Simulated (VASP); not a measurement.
Write the native input for VASP 6.6.1 that does the following.

```yaml
Task: single point
Functional: PBEsol
Potentials_or_basis: VASP PAW PBE potentials, release 64 (V_sv, N)
Cutoff: 520 eV
k_mesh: 18 × 18 × 8
Occupations: gaussian, width 0.15 eV
Spin: no spin polarisation
Dipole_correction: no
Further_INCAR_settings: ALGO = Normal; EDIFF = 1e-06; NBANDS = 28
```

The structure of V2N3 lies in POSCAR:

```
V2N3
1.0
    2.7797869938      0.0000000000      0.0000000000
   -1.3898934969      2.3953293230      0.0000000000
    0.0000000000      0.0000000000      6.1963538749
V N
2 3
Direct
    0.6666666667      0.3333333333      0.3021155180
    0.3333333333      0.6666666667      0.6978844820
    0.0000000000      0.0000000000      0.5000000000
    0.0000000000      0.0000000000      0.1074399115
    0.0000000000      0.0000000000      0.8925600885
```

This cell differs from its parent crystal: strain -0.0050 x Voigt [0, 1, 0, 0, 0, 0].

These files were run (other wordings do the same):

INCAR

```
PREC = Accurate
ENCUT = 520
EDIFF = 1E-6
ISMEAR = 0
SIGMA = 0.15
LREAL = F
LASPH = T
NELM = 100
ALGO = Normal
ISIF = 2
LWAVE = F
LCHARG = F
GGA = PS
NBANDS = 28
```

KPOINTS

```
regular mesh
0
Gamma
  18 18 8
```

Potentials or basis: VASP PAW PBE potentials, release 64 (V_sv, N).

Launch:

```bash
$ cat potpaw_PBE.64/V_sv/POTCAR potpaw_PBE.64/N/POTCAR > POTCAR
$ mpirun -np 1 vasp_std > vasp.out
```

It gave:

- Pressure: 2.3 GPa
- Largest force: 0.052 eV/Å
- Band gap on the k mesh: zero (an odd number of electrons rules out a gap without spin polarisation)

Caveat: the cell differs from its parent crystal (strain -0.0050 x Voigt [0, 1, 0, 0, 0, 0]); the PAW data sets were made with another functional, which shifts forces and pressure a little; the run has no spin polarisation, though such a crystal can be magnetic.

Run time: 5.1 min on 1 thread of Intel(R) Xeon(R) 6975P-C (Granite Rapids), on a shared host, peak memory 0.69 GiB.
